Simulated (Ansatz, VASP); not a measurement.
# One calculation of Ta4C3, two programs

```
Ta C
1.0
     0.00000   -4.42479    0.00000
     0.00000    0.00000   -4.42479
     8.54959    0.00000    0.00000
Ta C
8 6
Cartesian
  7.7434 -2.2124 -2.2124
  3.3186 -2.2124 -2.2124
  1.1062 0.0000 -2.2124
  5.5310 0.0000 -2.2124
  1.1062 -2.2124 -4.4248
  5.5310 -2.2124 -4.4248
  3.3186 -4.4248 -4.4248
  7.7434 -4.4248 -4.4248
  1.1062 0.0000 -4.4248
  5.5310 0.0000 -4.4248
  7.7434 -2.2124 -4.4248
  3.3186 -2.2124 -4.4248
  3.3186 -4.4248 -2.2124
  7.7434 -4.4248 -2.2124
```

Alike in both runs: task single point; functional r2SCAN; k mesh 9 × 9 × 5; occupations gaussian, width 0.15 eV; no spin polarisation.

```csv
,VASP,Ansatz
version,VASP 6.6.1,Ansatz 0.2.0
potentials or method,"VASP PAW PBE potentials, release 64 (Ta_pv, C), cutoff 520 eV","scalar-relativistic, plane waves, PAW"
valence electrons in the cell,112,128
```

|  | VASP | Ansatz | Ansatz less VASP |
| --- | --- | --- | --- |
| gap on the k mesh at the Fermi level (eV) | none | none | - |
| pressure (GPa) | 17.9 | 16.5 | -1.35 |
| traceless stress, the component that is largest in VASP (GPa) | 17.29 | 17.10 | -0.196 |
| rms of the force components (eV/Å) | 1.771 | 1.744 | -0.0270 |

VASP's potentials were made for PBE, not for r2SCAN. Atom by atom the forces differ by 0.027 eV/Å (rms over components). A gap of «none» marks a metal or a gap that the smearing closes. VASP's potentials hold 112 valence electrons a cell and Ansatz's 128, so a difference there can come from the potentials and not from the codes.

Spin-orbit coupling is off throughout.
